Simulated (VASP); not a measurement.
# La2HfI6 (Fm-3m) in VASP: single point with PBE

Aim: the single point of La2HfI6 with PBE.

Program: VASP 6.6.1. These are calculated values, not measurements. Logs are shortened: lines on timing, memory, paths and dates and some standing lists are left out, and cuts for length are marked.

## (1) The cell of the first run

The structure is cubic, space group Fm-3m (No. 225). Conventional cell: a = 11.439 Å, b = 11.439 Å, c = 11.439 Å, α = 90.00°, β = 90.00°, γ = 90.00°. Within 3.7 Å of I (site symmetry 4mm) lie 1 Hf at 2.79 Å. Within 3.7 Å of Hf (site symmetry m-3m) lie 6 I at 2.79 Å. La (site symmetry -43m) has 12 I at 4.04 Å and 4 Hf at 4.95 Å within 5.3 Å.

## (2) Single point, PBE

Input file INCAR:

```
ALGO = Normal ; EDIFF = 1E-7
ENCUT = 520 ; GGA = PE
ISIF = 2 ; ISMEAR = -1
LASPH = True ; LCHARG = False
LREAL = False ; LWAVE = False
NBANDS = 47 ; NELM = 60
PREC = Accurate ; SIGMA = 0.0186
```

Input file KPOINTS:

```
k-points
0
Gamma
  5 5 5
```

Input file POSCAR:

```
La2HfI6
1.0
    0.0000000000      5.7193540000      5.7193540000
    5.7193540000      0.0000000000      5.7193540000
    5.7193540000      5.7193540000      0.0000000000
I Hf La
6 1 2
Direct
    0.7563000000      0.2437000000      0.2437000000
    0.2437000000      0.7563000000      0.2437000000
    0.2437000000      0.7563000000      0.7563000000
    0.7563000000      0.2437000000      0.7563000000
    0.2437000000      0.2437000000      0.7563000000
    0.7563000000      0.7563000000      0.2437000000
    0.0000000000      0.0000000000      0.0000000000
    0.2500000000      0.2500000000      0.2500000000
    0.7500000000      0.7500000000      0.7500000000
```

Potentials or basis: VASP PAW PBE potentials, release 64 (I, Hf_pv, La).

The run is started by

```console
$ cat potpaw_PBE.64/I/POTCAR potpaw_PBE.64/Hf_pv/POTCAR potpaw_PBE.64/La/POTCAR > POTCAR
$ mpirun -np 1 vasp_std > vasp.out
```

OUTCAR:

```text
EDIFF = 1E-7
   ENCUT = 520
   GGA = PE
   ISIF = 2
   ISMEAR = -1
   LASPH = True
   LREAL = False
   NELM = 60
   PREC = Accurate

 ion  position               nearest neighbor table
   1  0.756  0.244  0.244-   7 2.79
   2  0.244  0.756  0.244-   7 2.79
   3  0.244  0.756  0.756-   7 2.79
   4  0.756  0.244  0.756-   7 2.79
   5  0.244  0.244  0.756-   7 2.79
   6  0.756  0.756  0.244-   7 2.79
   7  0.000  0.000  0.000-   1 2.79   2 2.79   3 2.79   4 2.79   5 2.79   6 2.79
   8  0.250  0.250  0.250-
   9  0.750  0.750  0.750-

  LATTYP: Found a face centered cubic cell.
 ALAT       =    11.4387080000

  Lattice vectors:

 A1 = (   0.0000000000,   5.7193540000,   5.7193540000)
 A2 = (   5.7193540000,   0.0000000000,   5.7193540000)
 A3 = (   5.7193540000,   5.7193540000,   0.0000000000)

Analysis of symmetry for initial positions (statically):
=====================================================================
 Subroutine PRICEL returns:
 Original cell was already a primitive cell.

 Routine SETGRP: Setting up the symmetry group for a
 face centered cubic supercell.

 Subroutine GETGRP returns: Found 48 space group operations
 (whereof 48 operations were pure point group operations)
 out of a pool of 48 trial point group operations.

The static configuration has the point symmetry O_h .

Analysis of symmetry for dynamics (positions and initial velocities):
=====================================================================
 Subroutine PRICEL returns:
 Original cell was already a primitive cell.

 Routine SETGRP: Setting up the symmetry group for a
 face centered cubic supercell.

 Subroutine GETGRP returns: Found 48 space group operations
 (whereof 48 operations were pure point group operations)
 out of a pool of 48 trial point group operations.

The dynamic configuration has the point symmetry O_h .

 Subroutine INISYM returns: Found 48 space group operations
 (whereof 48 operations are pure point group operations),
 and found     1 'primitive' translations

----------------------------------------------------------------------------------------

                                     Primitive cell

  volume of cell :     374.1717

  direct lattice vectors                    reciprocal lattice vectors
     0.000000000  5.719354000  5.719354000    -0.087422461  0.087422461  0.087422461
     5.719354000  0.000000000  5.719354000     0.087422461 -0.087422461  0.087422461
     5.719354000  5.719354000  0.000000000     0.087422461  0.087422461 -0.087422461

  length of vectors
     8.088387995  8.088387995  8.088387995     0.151420144  0.151420144  0.151420144

  position of ions in fractional coordinates (direct lattice)
     0.756300000  0.243700000  0.243700000
     0.243700000  0.756300000  0.243700000
     0.243700000  0.756300000  0.756300000
     0.756300000  0.243700000  0.756300000
     0.243700000  0.243700000  0.756300000
     0.756300000  0.756300000  0.243700000
     0.000000000  0.000000000  0.000000000
     0.250000000  0.250000000  0.250000000
     0.750000000  0.750000000  0.750000000

  ion indices of the primitive-cell ions
   primitive index   ion index
                 1           1
                 2           2
                 3           3
                 4           4
                 5           5
                 6           6
                 7           7
                 8           8
                 9           9

----------------------------------------------------------------------------------------

 KPOINTS: k-points

Automatic generation of k-mesh.
 Grid dimensions read from file:
 generate k-points for:    5    5    5

 Generating k-lattice:

  Cartesian coordinates                     Fractional coordinates (reciprocal lattice)
    -0.017484492  0.017484492  0.017484492     0.200000000  0.000000000  0.000000000
     0.017484492 -0.017484492  0.017484492     0.000000000  0.200000000  0.000000000
     0.017484492  0.017484492 -0.017484492     0.000000000  0.000000000  0.200000000

  Length of vectors
     0.030284029  0.030284029  0.030284029

  Shift w.r.t. Gamma in fractional coordinates (k-lattice)
     0.000000000  0.000000000  0.000000000

 Subroutine IBZKPT returns following result:
 ===========================================

 Found     10 irreducible k-points:

 Following reciprocal coordinates:
            Coordinates               Weight
  0.000000  0.000000  0.000000      1.000000
  0.200000  0.000000  0.000000      8.000000
  0.400000  0.000000  0.000000      8.000000
  0.200000  0.200000  0.000000      6.000000
  0.400000  0.200000  0.000000     24.000000
 -0.400000  0.200000  0.000000     24.000000
 -0.200000  0.200000  0.000000     12.000000
  0.400000  0.400000  0.000000      6.000000
 -0.400000  0.400000  0.000000     12.000000
 -0.400000  0.400000  0.200000     24.000000
   k-points           NKPTS =     10   k-points in BZ     NKDIM =     10   number of bands    NBANDS=     47
   number of dos      NEDOS =    301   number of ions     NIONS =      9
   total plane-waves  NPLWV = 216000
   dimension x,y,z NGX =    60 NGY =   60 NGZ =   60
   dimension x,y,z NGXF=   120 NGYF=  120 NGZF=  120
   ions per type =               6   1   2
   NGX,Y,Z   is equivalent  to a cutoff of  12.33, 12.33, 12.33 a.u.
   NGXF,Y,Z  is equivalent  to a cutoff of  24.66, 24.66, 24.66 a.u.
 SYSTEM =  unknown system
   PREC   = accura    normal or accurate (medium, high low for compatibility)
   ISTART =      0    job   : 0-new  1-cont  2-samecut
   ICHARG =      2    charge: 1-file 2-atom 10-const
   ISPIN  =      1    spin polarized calculation?
   LNONCOLLINEAR =      F non collinear calculations
   LSORBIT =      F    spin-orbit coupling
   LASPH  =      T    aspherical Exc in radial PAW
   ENCUT  =  520.0 eV  38.22 Ry    6.18 a.u.  15.04 15.04 15.04*2*pi/ulx,y,z
   NELM   =     60;   NELMIN=  2; NELMDL= -5     # of ELM steps
   EDIFF  = 0.1E-06   stopping-criterion for ELM
   LREAL  =      F    real-space projection
   EDIFFG = 0.1E-05   stopping-criterion for IOM
   NSW    =      0    number of steps for IOM
   IBRION =     -1    ionic relax: 0-MD 1-quasi-New 2-CG
   NFREE  =      0    steps in history (QN), initial steepest desc. (CG)
   ISIF   =      2    stress and relaxation
   ISYM   =      2    0-nonsym 1-usesym 2-fastsym
   POTIM  = 0.5000    time-step for ionic-motion
   TEBEG  =    0.0;   TEEND  =   0.0 temperature during run
   PSTRESS=    0.0 pullay stress
   NELECT =      74.0000    total number of electrons
   NUPDOWN=      -1.0000    fix difference up-down
   EMIN   =  10.00;   EMAX   =-10.00  energy-range for DOS
   EFERMI =   0.00;   METHOD = LEGACY
   ISMEAR =    -1;   SIGMA  =   0.02  broadening in eV -4-tet -1-fermi 0-gaus
   EFERMI_NEDOS =   21; number of points for ismear=-14 and -15
   IALGO  =     38    algorithm
   IMIX   =      4    mixing-type and parameters
     AMIX     =   0.40;   BMIX     =  1.00
     AMIX_MAG =   1.60;   BMIX_MAG =  1.00
  volume/ion in A,a.u.               =      41.57       280.56
  Fermi-wavevector in a.u.,A,eV,Ry     =   0.953810  1.802439 12.377942  0.909753
  Thomas-Fermi vector in A             =   2.082499
   LORBIT       =      0    0 simple, 1 ext, 2 COOP (PROOUT), +10 PAW based schemes
   GGA     = PE    functional components
   LHFCALC =     F    Hartree Fock is set to
   AEXX    =    0.0000 exact exchange contribution
   IVDW    =     0    specifies the selected vdW correction
   LEPSILON=     F    determine dielectric tensor
   LRPA    =     F    only Hartree local field effects (RPA)
 non-spin polarized calculation
  energy-cutoff  :      520.00
  volume of cell :      374.17
 maximum number of plane-waves:     10098
   NGX = 31   NGY = 31   NGZ = 31

 number of electron      74.0000003 magnetization

 Free energy of the ion-electron system (eV)
  ---------------------------------------------------
  ext. energy  EPLUGINS =         0.00000000
  ---------------------------------------------------
  free energy    TOTEN  =       -34.10197204 eV

  energy without entropy =      -34.07667940  energy(sigma->0) =      -34.08932572

 E-fermi :   5.7312     XC(G=0):  -8.3464

 val. band max:        5.7186460635   @ k =   0.4000   0.2000   0.0000
 cond. band min:       5.7446317521   @ k =   0.4000   0.2000   0.0000
 fundamental gap:      0.0259856886
 Fermi energy:         5.7312152506

 k-point     1 :       0.0000    0.0000    0.0000
  band No.  band energies     occupation
      1     -29.1574      2.00000
      2     -29.1569      2.00000
      3     -26.3322      2.00000
      4     -26.3322      2.00000
      5     -26.3322      2.00000
      6     -12.8444      2.00000
[... 39 lines left out ...]
     46       5.9588      0.00001
     47       5.9588      0.00001

 k-point     2 :       0.2000    0.0000    0.0000
  band No.  band energies     occupation
      1     -29.1573      2.00000
      2     -29.1569      2.00000
      3     -26.3322      2.00000
      4     -26.3322      2.00000
      5     -26.3322      2.00000
      6     -12.8447      2.00000
[... 39 lines left out ...]
     46       5.9714      0.00000
     47       5.9722      0.00000

 k-point     3 :       0.4000    0.0000    0.0000
  band No.  band energies     occupation
      1     -29.1572      2.00000
      2     -29.1571      2.00000
      3     -26.3322      2.00000
      4     -26.3322      2.00000
      5     -26.3322      2.00000
      6     -12.8447      2.00000
[... 339 lines left out ...]
     46       5.9642      0.00001
     47       5.9760      0.00000

 k-point    10 :      -0.4000    0.4000    0.2000
  band No.  band energies     occupation
      1     -29.1572      2.00000
      2     -29.1571      2.00000
      3     -26.3322      2.00000
      4     -26.3322      2.00000
      5     -26.3322      2.00000
      6     -12.8505      2.00000
[... 39 lines left out ...]
     46       5.9685      0.00001
     47       5.9727      0.00000

------------------------ aborting loop because EDIFF is reached ----------------------------------------

  FORCE on cell =-STRESS in cart. coord.  units (eV):
  Direction    XX          YY          ZZ          XY          YZ          ZX
  --------------------------------------------------------------------------------------
  -------------------------------------------------------------------------------------
  Total       -3.3214975     -3.3214975     -3.3214975      0.0000000     -0.0000000      0.0000000
  in kB      -14.2224228    -14.2224228    -14.2224228      0.0000000     -0.0000000      0.0000000
  external PRESSURE =     -14.2224228 kB  Pullay stress =       0.0000000 kB

 VOLUME and BASIS-vectors are now :
 -----------------------------------------------------------------------------
  energy-cutoff  :      520.00
  volume of cell :      374.17
      direct lattice vectors                 reciprocal lattice vectors
     0.000000000  5.719354000  5.719354000    -0.087422461  0.087422461  0.087422461
     5.719354000  0.000000000  5.719354000     0.087422461 -0.087422461  0.087422461
     5.719354000  5.719354000  0.000000000     0.087422461  0.087422461 -0.087422461

 POSITION                                       TOTAL-FORCE (eV/Angst)
 -----------------------------------------------------------------------------------
      2.78761      5.71935      5.71935         0.760799     -0.000000      0.000000
      5.71935      2.78761      5.71935        -0.000000      0.760799      0.000000
      8.65109      5.71935      5.71935        -0.760799     -0.000000      0.000000
      5.71935      8.65109      5.71935        -0.000000     -0.760799      0.000000
      5.71935      5.71935      2.78761        -0.000000     -0.000000      0.760799
      5.71935      5.71935      8.65109        -0.000000     -0.000000     -0.760799
      0.00000      0.00000      0.00000        -0.000000     -0.000000      0.000000
      2.85968      2.85968      2.85968        -0.000000     -0.000000      0.000000
      8.57903      8.57903      8.57903        -0.000000     -0.000000     -0.000000
 -----------------------------------------------------------------------------------
    total drift:                                0.000000     -0.000000      0.000000

  FREE ENERGIE OF THE ION-ELECTRON SYSTEM (eV)
  ---------------------------------------------------
  free  energy   TOTEN  =       -34.1019720355 eV

  energy  without entropy=      -34.0766794019  energy(sigma->0) =      -34.08932572
```

Wall time 7.3 min (1 thread of Intel Xeon 6975P-C (Granite Rapids), shared host); peak memory 0.59 GiB.

Results:

```yaml
Free_energy: -34.1020 eV
Pressure: -1.4 GPa
Largest_force: 0.761 eV/Å
Band_gap_on_the_k_mesh: zero (bands 37 and 38 overlap by 0.62 eV)
```

Forces in eV/Å, atoms in the order of the input:
```
I    0.761  0.000  0.000
I    0.000  0.761  0.000
I   -0.761  0.000  0.000
I    0.000 -0.761  0.000
I    0.000  0.000  0.761
I    0.000  0.000 -0.761
Hf   0.000  0.000  0.000
La   0.000  0.000  0.000
La   0.000  0.000  0.000
```

Caveat: spin-orbit coupling is left out, which moves the levels of the heavy elements.

The gap in the log of VASP goes by the Fermi energy; the results here count the filled bands.